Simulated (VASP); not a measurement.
Al: single point with PBEsol

Crystal: Al.

```xyz
1
Lattice="0.0000 2.0073 2.0073 2.0073 0.0000 2.0073 2.0073 2.0073 0.0000" Properties=species:S:1:pos:R:3 pbc="T T T"
Al    0.0000    0.0000    0.0000
```

```yaml
Program: VASP 6.6.1
Task: single point
Functional: PBEsol
Potentials_or_basis: VASP PAW PBE potentials, release 64 (Al)
Cutoff: 520 eV
k_mesh: 40 × 40 × 40
Occupations: methfessel-paxton, width 0.4 eV
Spin: no spin polarisation
Dipole_correction: no
Further_INCAR_settings: ALGO = Fast; EDIFF = 1e-07; NBANDS = 8
```

```
Pressure : 0.1 GPa
```

Levels at points of the mesh, in eV from the Fermi level:
```
           k point  band 1  band 2  band 3  band 4
(0.00, 0.00, 0.00)  -11.28   12.70   12.70   12.70
(0.50, 0.00, 0.00)   -4.68   -4.41   11.52   11.52
(0.50, 0.50, 0.00)   -2.97   -1.62    5.25    5.67
```

Wall time 68 s on 1 thread of Intel(R) Xeon(R) 6975P-C (Granite Rapids), with other jobs on the host, peak memory 0.29 GiB.

Caveat: the PAW data sets were made with another functional, which shifts forces and pressure a little.
